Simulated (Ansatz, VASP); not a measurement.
## NaB3 in VASP and in Ansatz

INCAR

```
SYSTEM = NaB3
PREC     = Accurate       ! precision mode
ENCUT    = 600            ! plane-wave cutoff, eV
EDIFF    = 1E-6           ! SCF threshold, eV
ISMEAR   = 0              ! smearing method
SIGMA    = 0.1            ! smearing width, eV
LREAL    = .FALSE.        ! projectors in reciprocal space
LASPH    = .TRUE.         ! aspherical terms in the spheres
NELM     = 80             ! most SCF steps
ALGO     = Normal         ! electronic algorithm
ISIF     = 3              ! what is computed and relaxed
LWAVE    = .FALSE.        ! write WAVECAR
LCHARG   = .FALSE.        ! write CHGCAR
GGA      = PE             ! functional
IBRION   = 2              ! ionic algorithm
NSW      = 90             ! ionic steps
EDIFFG   = -0.04          ! ionic threshold
```

File KPOINTS:

```
regular mesh
0
G
  4 4 4
  0 0 0
```

Contents of POSCAR:

```
NaB3
1.0
    3.8755986903      0.0000000000      0.0000000000
    0.0000000000      4.8208446856      0.0000000000
    0.0000000000      0.0000000000      4.0783444948
Na B
2 6
Direct
    0.0000000000      0.0000000000      0.6700000000
    0.5000000000      0.5000000000      0.3300000000
    0.0000000000      0.2500000000      0.1670000000
    0.0000000000      0.7500000000      0.1670000000
    0.5000000000      0.7500000000      0.8330000000
    0.5000000000      0.2500000000      0.8330000000
    0.5000000000      0.0000000000      0.3300000000
    0.0000000000      0.5000000000      0.6700000000
```

Input for Ansatz:

```yaml
crystal:
  lattice:
    - [3.8755986903, 0.0, 0.0]
    - [0.0, 4.8208446856, 0.0]
    - [0.0, 0.0, 4.0783444948]
  atoms:
    - { symbol: Na, position: [0.0, 0.0, 0.67] }
    - { symbol: Na, position: [0.5, 0.5, 0.33] }
    - { symbol: B, position: [0.0, 0.25, 0.167] }
    - { symbol: B, position: [0.0, 0.75, 0.167] }
    - { symbol: B, position: [0.5, 0.75, 0.833] }
    - { symbol: B, position: [0.5, 0.25, 0.833] }
    - { symbol: B, position: [0.5, 0.0, 0.33] }
    - { symbol: B, position: [0.0, 0.5, 0.67] }
basis:
  ecutwfc: 420
kpoints:
  mp_grid: { grid: [4, 4, 4] }
hamiltonian:
  xc: pbe
scf:
  occupations: { method: gaussian, width: 0.1 }
  lower_state_search: "off"
output:
  forces: true
  stress: true
  eigenvalues: true
relax:
  adjacent_minimum: "off"
  f_tol: 0.04
  max_steps: 70
  cell: { stress_tol: 0.4 }
```

Alike in both runs: task relaxation of cell and atoms; functional PBE; k mesh 4 × 4 × 4; occupations gaussian, width 0.1 eV; no spin polarisation.

```csv
,VASP,Ansatz
version,VASP 6.6.1,Ansatz 0.2.0
potentials or method,"VASP PAW PBE potentials, release 64 (Na_pv, B), cutoff 600 eV","scalar-relativistic, plane waves, PAW"
valence electrons in the cell,32,36
```

Ansatz gave:

| Item | Value |
| --- | --- |
| gap on the k mesh at the Fermi level, each at its own relaxed structure (eV) | none |
| relaxed volume (Å³/atom) | 10.53 |
| relaxed length of the cell vector where the two differ most in proportion (Å) | 4.881 |

Q: Estimate VASP's values.

A: gap on the k mesh at the Fermi level, each at its own relaxed structure (eV): none; relaxed volume (Å³/atom): 10.96; relaxed length of the cell vector where the two differ most in proportion (Å): 5.853.

A gap of «none» marks a metal or a gap that the smearing closes. VASP's potentials hold 32 valence electrons a cell and Ansatz's 36, so a difference there can come from the potentials and not from the codes.

The k mesh is coarse, so the values compare programs but aren't converged. Noted on VASP's run: the volume moved by over 15 % at a fixed basis, so the end points are rough.
